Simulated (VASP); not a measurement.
Wanted: the native input for a VASP 6.6.1 run.

```yaml
Task: single point
Functional: LDA
Potentials_or_basis: VASP PAW LDA potentials, release 64 (Zr_sv, In_d)
Cutoff: 520 eV
k_mesh: 12 × 12 × 8
Occupations: fermi-dirac, width 0.05 eV
Spin: no spin polarisation
Dipole_correction: no
Further_INCAR_settings: ALGO = Normal; EDIFF = 1e-07; NBANDS = 20
```

The structure of ZrIn lies in POSCAR:

```
ZrIn
1.0
    2.9810259726      0.0000000000      0.0000000000
    0.0000000000      2.9810259726      0.0000000000
    0.0000000000      0.0000000000      4.2022925958
Zr In
1 1
Direct
    0.0000000000      0.0000000000      0.0000000000
    0.5000000000      0.5000000000      0.5000000000
```

The input as run:

INCAR

```
SYSTEM = ZrIn
PREC     = Accurate       ! precision mode
ENCUT    = 520            ! plane-wave cutoff, eV
EDIFF    = 1E-7           ! SCF threshold, eV
ISMEAR   = -1             ! smearing method
SIGMA    = 0.05           ! smearing width, eV
LREAL    = .False.        ! projectors in reciprocal space
LASPH    = .True.         ! aspherical terms in the spheres
NELM     = 80             ! most SCF steps
ALGO     = Normal         ! electronic algorithm
ISIF     = 2              ! what is computed and relaxed
LWAVE    = .False.        ! write WAVECAR
LCHARG   = .False.        ! write CHGCAR
GGA      = CA             ! functional
NBANDS   = 20             ! bands
```

KPOINTS

```
Automatic mesh
0
Gamma
  12 12 8
  0 0 0
```

Potentials or basis: VASP PAW LDA potentials, release 64 (Zr_sv, In_d).

Run with:

```sh
$ cat potpaw_LDA.64/Zr_sv/POTCAR potpaw_LDA.64/In_d/POTCAR > POTCAR
$ mpirun -np 1 vasp_std > vasp.out
```

Results of the run:

The pressure is 14.3 GPa and the band gap on the k mesh is zero (an odd number of electrons rules out a gap without spin polarisation).

Caveat: the cell stands under pressure; spin-orbit coupling is left out, which moves the levels of the heavy elements.

It took 42 s on 1 thread of AMD EPYC 9R45 (Zen 5) (shared host), peak memory 0.18 GiB.
